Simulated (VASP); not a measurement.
# La2O3 (kx) (P-3m1) in VASP: single point with LDA

Aim: the single point of La2O3 (kx) with LDA.

Everything below comes from runs of VASP 6.6.1. Logs are shortened: lines on timing, memory, paths and dates and some standing lists are left out, and cuts for length are marked.

**1. The cell of the first run**

The structure is trigonal, space group P-3m1 (No. 164). Conventional cell: a = 3.931 Å, b = 3.931 Å, c = 6.112 Å, α = 90.00°, β = 90.00°, γ = 120.00°. La (site symmetry 3m) has 7 O at 2.36 to 2.73 Å within 3.1 Å. O (site symmetry 3m) has 4 La at 2.36 to 2.43 Å and 3 O at 2.88 Å within 3.1 Å. Within 3.6 Å of O (site symmetry -3m) lie 6 La at 2.73 Å and 6 O at 3.14 Å.

**2. Single point, LDA**

The input, INCAR:

```
ALGO = Normal ; EDIFF = 1E-6
ENCUT = 520 ; ISIF = 2
ISMEAR = 0 ; LASPH = True
LCHARG = False ; LREAL = False
LWAVE = False ; NBANDS = 28
NELM = 100 ; PREC = Accurate
SIGMA = 0.02
```

The input, KPOINTS:

```
k-points
0
Gamma
  9 9 4
```

The input, POSCAR:

```
La2O3
1.0
    3.9307778796      0.0000000000      0.0000000000
   -1.9653889398      3.4041535004      0.0000000000
    0.0000000000      0.0000000000      6.1119535200
La O
2 3
Direct
    0.6666666667      0.3333333333      0.7521439358
    0.3333333333      0.6666666667      0.2478560642
    0.6666666667      0.3333333333      0.3553620364
    0.3333333333      0.6666666667      0.6446379636
    0.0000000000      0.0000000000      0.0000000000
```

Potentials or basis: VASP PAW LDA potentials, release 64 (La, O).

The run is started by

```bash
> cat potpaw_LDA.64/La/POTCAR potpaw_LDA.64/O/POTCAR > POTCAR
> mpirun -np 1 vasp_std > vasp.out
```

OUTCAR:

```text
EDIFF = 1E-6
   ENCUT = 520
   ISIF = 2
   ISMEAR = 0
   LASPH = True
   LREAL = False
   NELM = 100
   PREC = Accurate

 ion  position               nearest neighbor table
   1  0.667  0.333  0.752-   4 2.36   4 2.36   4 2.36   3 2.43   5 2.73   5 2.73   5 2.73
   2  0.333  0.667  0.248-   3 2.36   3 2.36   3 2.36   4 2.43   5 2.73   5 2.73   5 2.73
   3  0.667  0.333  0.355-   2 2.36   2 2.36   2 2.36   1 2.43
   4  0.333  0.667  0.645-   1 2.36   1 2.36   1 2.36   2 2.43
   5  0.000  0.000  0.000-   1 2.73   2 2.73   1 2.73   2 2.73   1 2.73   2 2.73

  LATTYP: Found a hexagonal cell.
 ALAT       =     3.9307778796
 C/A-ratio  =     1.5548966915

  Lattice vectors:

 A1 = (   3.9307778796,   0.0000000000,   0.0000000000)
 A2 = (  -1.9653889398,   3.4041535004,   0.0000000000)
 A3 = (   0.0000000000,   0.0000000000,   6.1119535200)

Analysis of symmetry for initial positions (statically):
=====================================================================
 Subroutine PRICEL returns:
 Original cell was already a primitive cell.

 Routine SETGRP: Setting up the symmetry group for a
 hexagonal supercell.

 Subroutine GETGRP returns: Found 12 space group operations
 (whereof 12 operations were pure point group operations)
 out of a pool of 24 trial point group operations.

The static configuration has the point symmetry D_3d.

Analysis of symmetry for dynamics (positions and initial velocities):
=====================================================================
 Subroutine PRICEL returns:
 Original cell was already a primitive cell.

 Routine SETGRP: Setting up the symmetry group for a
 hexagonal supercell.

 Subroutine GETGRP returns: Found 12 space group operations
 (whereof 12 operations were pure point group operations)
 out of a pool of 24 trial point group operations.

The dynamic configuration has the point symmetry D_3d.

 Subroutine INISYM returns: Found 12 space group operations
 (whereof 12 operations are pure point group operations),
 and found     1 'primitive' translations

----------------------------------------------------------------------------------------

[... 89 lines left out ...]
   PREC   = accura    normal or accurate (medium, high low for compatibility)
   ISTART =      0    job   : 0-new  1-cont  2-samecut
   ICHARG =      2    charge: 1-file 2-atom 10-const
   ISPIN  =      1    spin polarized calculation?
   LNONCOLLINEAR =      F non collinear calculations
   LSORBIT =      F    spin-orbit coupling
   LASPH  =      T    aspherical Exc in radial PAW
   ENCUT  =  520.0 eV  38.22 Ry    6.18 a.u.   7.31  7.31 11.36*2*pi/ulx,y,z
   NELM   =    100;   NELMIN=  2; NELMDL= -5     # of ELM steps
   EDIFF  = 0.1E-05   stopping-criterion for ELM
   LREAL  =      F    real-space projection
   EDIFFG = 0.1E-04   stopping-criterion for IOM
   NSW    =      0    number of steps for IOM
   IBRION =     -1    ionic relax: 0-MD 1-quasi-New 2-CG
   NFREE  =      0    steps in history (QN), initial steepest desc. (CG)
   ISIF   =      2    stress and relaxation
   ISYM   =      2    0-nonsym 1-usesym 2-fastsym
   POTIM  = 0.5000    time-step for ionic-motion
   TEBEG  =    0.0;   TEEND  =   0.0 temperature during run
   PSTRESS=    0.0 pullay stress
   NELECT =      40.0000    total number of electrons
   NUPDOWN=      -1.0000    fix difference up-down
   EMIN   =  10.00;   EMAX   =-10.00  energy-range for DOS
   EFERMI =   0.00;   METHOD = LEGACY
   ISMEAR =     0;   SIGMA  =   0.02  broadening in eV -4-tet -1-fermi 0-gaus
   EFERMI_NEDOS =   21; number of points for ismear=-14 and -15
   IALGO  =     38    algorithm
   IMIX   =      4    mixing-type and parameters
     AMIX     =   0.40;   BMIX     =  1.00
     AMIX_MAG =   1.60;   BMIX_MAG =  1.00
  volume/ion in A,a.u.               =      16.36       110.38
  Fermi-wavevector in a.u.,A,eV,Ry     =   1.289849  2.437462 22.636161  1.663711
  Thomas-Fermi vector in A             =   2.421717
   LORBIT       =      0    0 simple, 1 ext, 2 COOP (PROOUT), +10 PAW based schemes
   GGA     = CA    functional components
   LHFCALC =     F    Hartree Fock is set to
   AEXX    =    0.0000 exact exchange contribution
   IVDW    =     0    specifies the selected vdW correction
   LEPSILON=     F    determine dielectric tensor
   LRPA    =     F    only Hartree local field effects (RPA)
 non-spin polarized calculation
 Gauss-broadening in eV      SIGMA  =   0.02
  energy-cutoff  :      520.00
  volume of cell :       81.78
 maximum number of plane-waves:      2225
 NGX is ok and might be reduce to    30
   NGX = 15   NGY = 15   NGZ = 23

 number of electron      39.9999990 magnetization

 Free energy of the ion-electron system (eV)
  ---------------------------------------------------
  ext. energy  EPLUGINS =         0.00000000
  ---------------------------------------------------
  free energy    TOTEN  =       -45.82140162 eV

  energy without entropy =      -45.82140162  energy(sigma->0) =      -45.82140162

 E-fermi :   5.8407     XC(G=0): -10.9326

 val. band max:        5.6626443799   @ k =   0.4444   0.0000   0.5000
 cond. band min:       9.3613646535   @ k =   0.3333   0.3333   0.0000
 fundamental gap:      3.6987202736
 Fermi energy:         5.8406888747

 k-point     1 :       0.0000    0.0000    0.0000
  band No.  band energies     occupation
      1     -23.9563      2.00000
      2     -23.7018      2.00000
      3     -11.0776      2.00000
      4      -9.7153      2.00000
      5      -9.2391      2.00000
      6      -7.4685      2.00000
[... 733 lines left out ...]
     27      10.9452      0.00000
     28      11.0317      0.00000

 [... further k-points ...]
[... 5 lines left out ...]
  --------------------------------------------------------------------------------------
  -------------------------------------------------------------------------------------
  Total       -3.2430410     -3.2430410     -2.8302525      0.0000000     -0.0000000      0.0000000
  in kB      -63.5324111    -63.5324111    -55.4457272      0.0000000     -0.0000000      0.0000000
  external PRESSURE =     -60.8368498 kB  Pullay stress =       0.0000000 kB

 VOLUME and BASIS-vectors are now :
 -----------------------------------------------------------------------------
  energy-cutoff  :      520.00
  volume of cell :       81.78
      direct lattice vectors                 reciprocal lattice vectors
     3.930777880  0.000000000  0.000000000     0.254402571  0.146879393  0.000000000
    -1.965388940  3.404153500  0.000000000     0.000000000  0.293758786  0.000000000
     0.000000000  0.000000000  6.111953520     0.000000000  0.000000000  0.163613810

 POSITION                                       TOTAL-FORCE (eV/Angst)
 -----------------------------------------------------------------------------------
      1.96539      1.13472      4.59707        -0.000000      0.000000      0.010140
     -0.00000      2.26944      1.51488         0.000000     -0.000000     -0.010140
      1.96539      1.13472      2.17196        -0.000000     -0.000000     -0.000115
     -0.00000      2.26944      3.94000        -0.000000      0.000000      0.000115
      0.00000      0.00000      0.00000        -0.000000      0.000000      0.000000
 -----------------------------------------------------------------------------------
    total drift:                               -0.000000      0.000000      0.000000

  FREE ENERGIE OF THE ION-ELECTRON SYSTEM (eV)
  ---------------------------------------------------
  free  energy   TOTEN  =       -45.8214016199 eV

  energy  without entropy=      -45.8214016199  energy(sigma->0) =      -45.82140162
```

Wall time 57 s (1 thread of Intel Xeon 6975P-C (Granite Rapids), shared host); peak memory 0.23 GiB.

Results:

- Free energy: -45.8214 eV
- Pressure: -6.1 GPa
- Largest force: 0.010 eV/Å
- Band gap on the k mesh: 3.70 eV, indirect (least direct gap 3.81 eV)

Forces in eV/Å, atoms in the order of the input:
```
La   0.000  0.000  0.010
La   0.000  0.000 -0.010
O    0.000  0.000  0.000
O    0.000  0.000  0.000
O    0.000  0.000  0.000
```

Caveat: spin-orbit coupling is left out, which moves the levels of the heavy elements.
